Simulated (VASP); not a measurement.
# Ir (Fm-3m) in VASP: notebook

Ir is run at these levels: LDA; tasks: single point.

All numbers are computed with VASP 6.6.1; they aren't measurements. Logs are shortened: lines on timing, memory, paths and dates and some standing lists are left out, and cuts for length are marked.

### 1 The cell of the first run

Symmetry: Fm-3m, No. 225, cubic system. Conventional cell: a = 3.839 Å, b = 3.839 Å, c = 3.839 Å, α = 90.00°, β = 90.00°, γ = 90.00°. Ir (site symmetry m-3m) has 12 Ir at 2.71 Å within 3.6 Å.

### 2 Single point, LDA

Input file INCAR:

```
PREC = Accurate
ENCUT = 520
EDIFF = 1E-6
ISMEAR = 0
SIGMA = 0.15
LREAL = F
LASPH = T
NELM = 80
ALGO = Normal
ISIF = 2
LWAVE = F
LCHARG = T
LELF = T
LVHAR = T
NBANDS = 10
```

Input file KPOINTS:

```
Automatic mesh
0
Gamma
  8 8 8
```

Input file POSCAR:

```
Ir
1.0
    0.0000000000      1.9197000000      1.9197000000
    1.9197000000      0.0000000000      1.9197000000
    1.9197000000      1.9197000000      0.0000000000
Ir
1
Direct
    0.0000000000      0.0000000000      0.0000000000
```

Potentials or basis: VASP PAW LDA potentials, release 64 (Ir).

Launch:

```sh
$ cat potpaw_LDA.64/Ir/POTCAR > POTCAR
$ mpirun -np 1 vasp_std > vasp.out
```

OUTCAR:

```text
PREC = Accurate
   ENCUT = 520
   EDIFF = 1E-6
   ISMEAR = 0
   LREAL = F
   LASPH = T
   NELM = 80
   ISIF = 2

 ion  position               nearest neighbor table
   1  0.000  0.000  0.000-

  LATTYP: Found a face centered cubic cell.
 ALAT       =     3.8394000000

  Lattice vectors:

 A1 = (   0.0000000000,   1.9197000000,   1.9197000000)
 A2 = (   1.9197000000,   0.0000000000,   1.9197000000)
 A3 = (   1.9197000000,   1.9197000000,   0.0000000000)

Analysis of symmetry for initial positions (statically):
[... 33 lines left out ...]
                                     Primitive cell

  volume of cell :      14.1491

  direct lattice vectors                    reciprocal lattice vectors
     0.000000000  1.919700000  1.919700000    -0.260457363  0.260457363  0.260457363
     1.919700000  0.000000000  1.919700000     0.260457363 -0.260457363  0.260457363
     1.919700000  1.919700000  0.000000000     0.260457363  0.260457363 -0.260457363

  length of vectors
     2.714865776  2.714865776  2.714865776     0.451125386  0.451125386  0.451125386

  position of ions in fractional coordinates (direct lattice)
     0.000000000  0.000000000  0.000000000

  ion indices of the primitive-cell ions
   primitive index   ion index
                 1           1

----------------------------------------------------------------------------------------

 KPOINTS: Automatic mesh

Automatic generation of k-mesh.
 Grid dimensions read from file:
 generate k-points for:    8    8    8

 Generating k-lattice:

  Cartesian coordinates                     Fractional coordinates (reciprocal lattice)
    -0.032557170  0.032557170  0.032557170     0.125000000  0.000000000  0.000000000
     0.032557170 -0.032557170  0.032557170     0.000000000  0.125000000  0.000000000
     0.032557170  0.032557170 -0.032557170     0.000000000  0.000000000  0.125000000

  Length of vectors
     0.056390673  0.056390673  0.056390673

  Shift w.r.t. Gamma in fractional coordinates (k-lattice)
     0.000000000  0.000000000  0.000000000

 Subroutine IBZKPT returns following result:
 ===========================================

 Found     29 irreducible k-points:

 Following reciprocal coordinates:
            Coordinates               Weight
  0.000000  0.000000  0.000000      1.000000
  0.125000  0.000000  0.000000      8.000000
  0.250000  0.000000  0.000000      8.000000
  0.375000  0.000000  0.000000      8.000000
  0.500000  0.000000  0.000000      4.000000
  0.125000  0.125000  0.000000      6.000000
[... 16 lines left out ...]
  0.500000  0.250000  0.125000     48.000000
 -0.375000  0.250000  0.125000     24.000000
 [... further k-points ...]
   k-points           NKPTS =     29   k-points in BZ     NKDIM =     29   number of bands    NBANDS=     10
   number of dos      NEDOS =    301   number of ions     NIONS =      1
   total plane-waves  NPLWV =   8000
   dimension x,y,z NGX =    20 NGY =   20 NGZ =   20
   dimension x,y,z NGXF=    40 NGYF=   40 NGZF=   40
   ions per type =               1
   NGX,Y,Z   is equivalent  to a cutoff of  12.25, 12.25, 12.25 a.u.
   NGXF,Y,Z  is equivalent  to a cutoff of  24.49, 24.49, 24.49 a.u.
 SYSTEM =  unknown system
   PREC   = accura    normal or accurate (medium, high low for compatibility)
   ISTART =      0    job   : 0-new  1-cont  2-samecut
   ICHARG =      2    charge: 1-file 2-atom 10-const
   ISPIN  =      1    spin polarized calculation?
   LNONCOLLINEAR =      F non collinear calculations
   LSORBIT =      F    spin-orbit coupling
   LASPH  =      T    aspherical Exc in radial PAW
   ENCUT  =  520.0 eV  38.22 Ry    6.18 a.u.   5.05  5.05  5.05*2*pi/ulx,y,z
   NELM   =     80;   NELMIN=  2; NELMDL= -5     # of ELM steps
   EDIFF  = 0.1E-05   stopping-criterion for ELM
   LREAL  =      F    real-space projection
   EDIFFG = 0.1E-04   stopping-criterion for IOM
   NSW    =      0    number of steps for IOM
   IBRION =     -1    ionic relax: 0-MD 1-quasi-New 2-CG
   NFREE  =      0    steps in history (QN), initial steepest desc. (CG)
   ISIF   =      2    stress and relaxation
   ISYM   =      2    0-nonsym 1-usesym 2-fastsym
   POTIM  = 0.5000    time-step for ionic-motion
   TEBEG  =    0.0;   TEEND  =   0.0 temperature during run
   PSTRESS=    0.0 pullay stress
   NELECT =       9.0000    total number of electrons
   NUPDOWN=      -1.0000    fix difference up-down
   EMIN   =  10.00;   EMAX   =-10.00  energy-range for DOS
   EFERMI =   0.00;   METHOD = LEGACY
   ISMEAR =     0;   SIGMA  =   0.15  broadening in eV -4-tet -1-fermi 0-gaus
   EFERMI_NEDOS =   21; number of points for ismear=-14 and -15
   IALGO  =     38    algorithm
   IMIX   =      4    mixing-type and parameters
     AMIX     =   0.40;   BMIX     =  1.00
     AMIX_MAG =   1.60;   BMIX_MAG =  1.00
  volume/ion in A,a.u.               =      14.15        95.48
  Fermi-wavevector in a.u.,A,eV,Ry     =   1.407923  2.660589 26.970118  1.982248
  Thomas-Fermi vector in A             =   2.530133
   LORBIT       =      0    0 simple, 1 ext, 2 COOP (PROOUT), +10 PAW based schemes
   GGA     = CA    functional components
   LHFCALC =     F    Hartree Fock is set to
   AEXX    =    0.0000 exact exchange contribution
   IVDW    =     0    specifies the selected vdW correction
   LEPSILON=     F    determine dielectric tensor
   LRPA    =     F    only Hartree local field effects (RPA)
 non-spin polarized calculation
 Gauss-broadening in eV      SIGMA  =   0.15
  energy-cutoff  :      520.00
  volume of cell :       14.15
 maximum number of plane-waves:       392
   NGX =  9   NGY =  9   NGZ =  9

 number of electron       9.0000000 magnetization

 Free energy of the ion-electron system (eV)
  ---------------------------------------------------
  ext. energy  EPLUGINS =         0.00000000
  ---------------------------------------------------
  free energy    TOTEN  =       -10.25294920 eV

  energy without entropy =      -10.23253713  energy(sigma->0) =      -10.24274316

 E-fermi :  10.3486     XC(G=0): -14.1385

 val. band max:       10.3094018465   @ k =  -0.3750   0.1250   0.0000
 cond. band min:      10.3703237997   @ k =  -0.3750   0.2500   0.0000
 fundamental gap:      0.0609219532
 Fermi energy:        10.3485783573

 k-point     1 :       0.0000    0.0000    0.0000
  band No.  band energies     occupation
      1      -0.7974      2.00000
      2       6.3883      2.00000
      3       6.3883      2.00000
      4       6.3883      2.00000
      5       9.1298      2.00000
      6       9.1298      2.00000
      7      24.6401      0.00000
      8      30.1964      0.00000
      9      30.1964      0.00000
     10      30.1964      0.00000

 k-point     2 :       0.1250    0.0000    0.0000
  band No.  band energies     occupation
      1      -0.1248      2.00000
      2       6.0709      2.00000
      3       6.6540      2.00000
      4       6.6540      2.00000
      5       8.9853      2.00000
      6       8.9853      2.00000
      7      25.7452      0.00000
      8      27.6389      0.00000
      9      31.3129      0.00000
     10      31.3129      0.00000

 k-point     3 :       0.2500    0.0000    0.0000
  band No.  band energies     occupation
      1       1.4059      2.00000
      2       5.8965      2.00000
      3       6.8447      2.00000
      4       6.8447      2.00000
      5       9.2999      2.00000
      6       9.2999      2.00000
      7      24.1156      0.00000
      8      27.1046      0.00000
      9      34.0080      0.00000
     10      34.0103      0.00000

 k-point     4 :       0.3750    0.0000    0.0000
  band No.  band energies     occupation
      1       2.1713      2.00000
      2       6.5017      2.00000
      3       6.5017      2.00000
      4       7.6408      2.00000
      5      10.5095      0.12934
      6      10.5095      0.12934
      7      20.2431      0.00000
      8      25.1204      0.00000
      9      31.7204      0.00000
     10      31.7204      0.00000

 k-point     5 :       0.5000    0.0000    0.0000
  band No.  band energies     occupation
      1       2.1888      2.00000
      2       6.3078      2.00000
      3       6.3078      2.00000
      4       9.5938      2.00000
      5      11.2088      0.00000
      6      11.2088      0.00000
      7      17.5677      0.00000
      8      24.1911      0.00000
      9      30.0463      0.00000
     10      30.0463      0.00000

 k-point     6 :       0.1250    0.1250    0.0000
  band No.  band energies     occupation
      1       0.1053      2.00000
      2       5.7356      2.00000
      3       6.9102      2.00000
      4       6.9102      2.00000
      5       8.3757      2.00000
      6       9.3988      2.00000
      7      26.1888      0.00000
      8      28.6463      0.00000
      9      30.4125      0.00000
     10      30.4125      0.00000
[... 183 lines left out ...]
 k-point    21 :       0.5000    0.5000    0.0000
  band No.  band energies     occupation
      1       2.4015      2.00000
      2       2.9382      2.00000
      3      11.2065      0.00000
      4      11.7717      0.00000
      5      11.7717      0.00000
      6      12.0416      0.00000
      7      20.8256      0.00000
      8      22.0053      0.00000
      9      22.0053      0.00000
     10      31.6261      0.00000

 k-point    22 :       0.3750    0.2500    0.1250
  band No.  band energies     occupation
      1       2.8076      2.00000
      2       4.7462      2.00000
      3       6.3293      2.00000
      4       8.4141      2.00000
      5       8.5119      2.00000
      6      11.1050      0.00000
      7      24.6486      0.00000
      8      27.3382      0.00000
      9      28.9159      0.00000
     10      30.9279      0.00000

 k-point    23 :       0.5000    0.2500    0.1250
  band No.  band energies     occupation
      1       3.6534      2.00000
      2       5.3181      2.00000
      3       5.6957      2.00000
      4       8.0439      2.00000
      5      10.1497      1.93919
      6      13.1859      0.00000
      7      20.5655      0.00000
      8      25.8137      0.00000
      9      27.1501      0.00000
     10      31.7667      0.00000

 k-point    24 :      -0.3750    0.2500    0.1250
  band No.  band energies     occupation
      1       3.6679      2.00000
      2       5.0751      2.00000
      3       6.6973      2.00000
      4       7.7265      2.00000
      5      10.8799      0.00000
      6      15.5107      0.00000
      7      16.9691      0.00000
      8      26.0941      0.00000
      9      26.2136      0.00000
     10      30.1007      0.00000

 [... further k-points ...]
[... 5 lines left out ...]
  --------------------------------------------------------------------------------------
  -------------------------------------------------------------------------------------
  Total       -0.4108858     -0.4108858     -0.4108858      0.0000000      0.0000000      0.0000000
  in kB      -46.5266292    -46.5266292    -46.5266292      0.0000000      0.0000000      0.0000000
  external PRESSURE =     -46.5266292 kB  Pullay stress =       0.0000000 kB

 VOLUME and BASIS-vectors are now :
 -----------------------------------------------------------------------------
  energy-cutoff  :      520.00
  volume of cell :       14.15
      direct lattice vectors                 reciprocal lattice vectors
     0.000000000  1.919700000  1.919700000    -0.260457363  0.260457363  0.260457363
     1.919700000  0.000000000  1.919700000     0.260457363 -0.260457363  0.260457363
     1.919700000  1.919700000  0.000000000     0.260457363  0.260457363 -0.260457363

 POSITION                                       TOTAL-FORCE (eV/Angst)
 -----------------------------------------------------------------------------------
      0.00000      0.00000      0.00000        -0.000000      0.000000     -0.000000
 -----------------------------------------------------------------------------------
    total drift:                                0.000000     -0.000000     -0.000000

  FREE ENERGIE OF THE ION-ELECTRON SYSTEM (eV)
  ---------------------------------------------------
  free  energy   TOTEN  =       -10.2529491951 eV

  energy  without entropy=      -10.2325371292  energy(sigma->0) =      -10.24274316
```

Run time: 4.3 s. Hardware: 1 thread of Intel Xeon 6975P-C, shared host; peak memory 0.12 GiB.

What came out:

- Free energy: -10.2529 eV
- Pressure: -4.7 GPa

Levels at points of the mesh, in eV from the Fermi level:
```tsv
k point	band 2	band 3	band 4	band 5	band 6	band 7
(0.00, 0.00, 0.00)	-3.96	-3.96	-3.96	-1.22	-1.22	14.29
(0.50, 0.00, 0.00)	-4.04	-4.04	-0.75	0.86	0.86	7.22
(0.50, 0.50, 0.00)	-7.41	0.86	1.42	1.42	1.69	10.48
```

Caveat: spin-orbit coupling is left out, which moves the levels of the heavy elements.

### 3 Single point, LDA

Input file INCAR:

```
PREC = Accurate
ENCUT = 520
EDIFF = 1E-6
ISMEAR = 0
SIGMA = 0.15
LREAL = F
LASPH = T
NELM = 60
ALGO = Fast
ISIF = 2
LWAVE = F
LCHARG = F
GGA = CA
NBANDS = 10
```

Input file KPOINTS:

```
regular mesh
0
Gamma
  8 8 8
```

POSCAR is that of step 2.

Potentials or basis: VASP PAW LDA potentials, release 64 (Ir).

Launch:

```sh
$ cat potpaw_LDA.64/Ir/POTCAR > POTCAR
$ mpirun -np 1 vasp_std > vasp.out
```

OUTCAR:

```text
PREC = Accurate
   ENCUT = 520
   EDIFF = 1E-6
   ISMEAR = 0
   LREAL = F
   LASPH = T
   NELM = 60
   ISIF = 2
   GGA = CA

 ion  position               nearest neighbor table
   1  0.000  0.000  0.000-

  LATTYP: Found a face centered cubic cell.
 ALAT       =     3.8394000000

  Lattice vectors:

 A1 = (   0.0000000000,   1.9197000000,   1.9197000000)
 A2 = (   1.9197000000,   0.0000000000,   1.9197000000)
 A3 = (   1.9197000000,   1.9197000000,   0.0000000000)

Analysis of symmetry for initial positions (statically):
[... 481 lines left out ...]
      2       5.0738      2.00000
      3       6.6961      2.00000
      4       7.7245      2.00000
      5      10.8771      0.00000
      6      15.5092      0.00000
      7      16.9678      0.00000
      8      26.0937      0.00000
      9      26.2129      0.00000
     10      30.1010      0.00000

 [... further k-points ...]
[... 5 lines left out ...]
  --------------------------------------------------------------------------------------
  -------------------------------------------------------------------------------------
  Total       -0.3820078     -0.3820078     -0.3820078      0.0000000     -0.0000000     -0.0000000
  in kB      -43.2566293    -43.2566293    -43.2566293      0.0000000     -0.0000000     -0.0000000
  external PRESSURE =     -43.2566293 kB  Pullay stress =       0.0000000 kB

 VOLUME and BASIS-vectors are now :
 -----------------------------------------------------------------------------
  energy-cutoff  :      520.00
  volume of cell :       14.15
      direct lattice vectors                 reciprocal lattice vectors
     0.000000000  1.919700000  1.919700000    -0.260457363  0.260457363  0.260457363
     1.919700000  0.000000000  1.919700000     0.260457363 -0.260457363  0.260457363
     1.919700000  1.919700000  0.000000000     0.260457363  0.260457363 -0.260457363

 POSITION                                       TOTAL-FORCE (eV/Angst)
 -----------------------------------------------------------------------------------
      0.00000      0.00000      0.00000         0.000000      0.000000      0.000000
 -----------------------------------------------------------------------------------
    total drift:                                0.000000     -0.000000     -0.000000

  FREE ENERGIE OF THE ION-ELECTRON SYSTEM (eV)
  ---------------------------------------------------
  free  energy   TOTEN  =       -10.2529554148 eV

  energy  without entropy=      -10.2325528637  energy(sigma->0) =      -10.24275414
```

OSZICAR:

```text
N       E                     dE             d eps       ncg     rms          rms(c)
DAV:   1     0.434964113993E+02    0.43496E+02   -0.44771E+03   588   0.826E+02
DAV:   2    -0.100052195473E+02   -0.53502E+02   -0.49451E+02   596   0.191E+02
DAV:   3    -0.108644639065E+02   -0.85924E+00   -0.85634E+00   678   0.298E+01
DAV:   4    -0.108724467311E+02   -0.79828E-02   -0.79814E-02   662   0.263E+00
DAV:   5    -0.108726221679E+02   -0.17544E-03   -0.17543E-03   716   0.368E-01    0.159E+01
RMM:   6    -0.103458313874E+02    0.52679E+00   -0.42808E-01   603   0.817E+00    0.614E+00
RMM:   7    -0.102579492394E+02    0.87882E-01   -0.18316E-01   605   0.373E+00    0.162E+00
RMM:   8    -0.102578990051E+02    0.50234E-04   -0.21868E-02   708   0.191E+00    0.142E+00
RMM:   9    -0.102564126298E+02    0.14864E-02   -0.57616E-03   714   0.688E-01    0.764E-01
RMM:  10    -0.102530286347E+02    0.33840E-02   -0.40360E-03   620   0.998E-01    0.404E-01
RMM:  11    -0.102530919833E+02   -0.63349E-04   -0.37961E-04   654   0.146E-01    0.300E-01
RMM:  12    -0.102530981331E+02   -0.61497E-05   -0.41133E-05   744   0.546E-02    0.300E-01
RMM:  13    -0.102530992350E+02   -0.11019E-05   -0.13633E-05   645   0.241E-02    0.300E-01
RMM:  14    -0.102530650934E+02    0.34142E-04   -0.52911E-06   643   0.294E-02    0.271E-01
RMM:  15    -0.102529688501E+02    0.96243E-04   -0.12053E-04   980   0.131E-01    0.935E-02
RMM:  16    -0.102529570631E+02    0.11787E-04   -0.90131E-06   760   0.376E-02    0.415E-02
RMM:  17    -0.102529556606E+02    0.14026E-05   -0.17310E-06   422   0.114E-02    0.369E-02
RMM:  18    -0.102529554148E+02    0.24574E-06   -0.22427E-07   317   0.551E-03
   1 F= -.10252955E+02 E0= -.10242754E+02  d E =-.204026E-01
```

stdout:

```text
POSCAR found type information on POSCAR Ir
 POSCAR found :  1 types and       1 ions
 scaLAPACK will be used
 LDA part: xc-table for (Slater(with rela. corr.)+CA(PZ))
 , standard interpolation
 POSCAR, INCAR and KPOINTS ok, starting setup
 FFT: planning ... GRIDC
 FFT: planning ... GRID_SOFT
 FFT: planning ... GRID
 WAVECAR not read
 entering main loop
```

It took 5.9 s on 1 thread of Intel Xeon 6975P-C, shared host; peak memory 0.12 GiB.

What came out:

```
Free energy : -10.2530 eV
Pressure    : -4.3 GPa
```

Caveat: spin-orbit coupling is left out, which moves the levels of the heavy elements.
